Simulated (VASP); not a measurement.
Write the native input for VASP 6.6.1 that does the following.

- Task: single point
- Functional: PBEsol
- Potentials or basis: VASP PAW PBE potentials, release 64 (Se, Zn)
- Cutoff: 500 eV
- k mesh: 11 × 11 × 11
- Occupations: gaussian, width 0.1 eV
- Spin: no spin polarisation
- Dipole correction: no
- Further INCAR settings: ALGO = Normal; EDIFF = 1e-06; NBANDS = 16

The structure of ZnSe lies in POSCAR:

```
ZnSe
1.0
    0.0000000000      2.8338000000      2.8338000000
    2.8338000000      0.0000000000      2.8338000000
    2.8338000000      2.8338000000      0.0000000000
Se Zn
1 1
Direct
    0.7500000000      0.7500000000      0.7500000000
    0.0000000000      0.0000000000      0.0000000000
```

These files were run (other wordings do the same):

INCAR

```
PREC     = Accurate       # precision mode
ENCUT    = 500            # plane-wave cutoff, eV
EDIFF    = 1E-6           # SCF threshold, eV
ISMEAR   = 0              # smearing method
SIGMA    = 0.1            # smearing width, eV
LREAL    = False          # projectors in reciprocal space
LASPH    = True           # aspherical terms in the spheres
NELM     = 120            # most SCF steps
ALGO     = Normal         # electronic algorithm
ISIF     = 2              # what is computed and relaxed
LWAVE    = False          # write WAVECAR
LCHARG   = False          # write CHGCAR
GGA      = PS             # functional
NBANDS   = 16             # bands
GGA_COMPAT= False
```

KPOINTS

```
Automatic mesh
0
Gamma
  11 11 11
```

Potentials or basis: VASP PAW PBE potentials, release 64 (Se, Zn).

The run is started by

```console
$ cat potpaw_PBE.64/Se/POTCAR potpaw_PBE.64/Zn/POTCAR > POTCAR
$ mpirun -np 1 vasp_std > vasp.out
```

Results of the run:

```json
{
  "Pressure": "-0.9 GPa",
  "Band gap on the k mesh": "1.17 eV"
}
```

Caveat: the PAW data sets were made with another functional, which shifts forces and pressure a little.

Wall time 63 s on 1 thread of AMD EPYC 7R43 64-Core Processor (Zen 3), with other jobs on the host, peak memory 0.15 GiB.
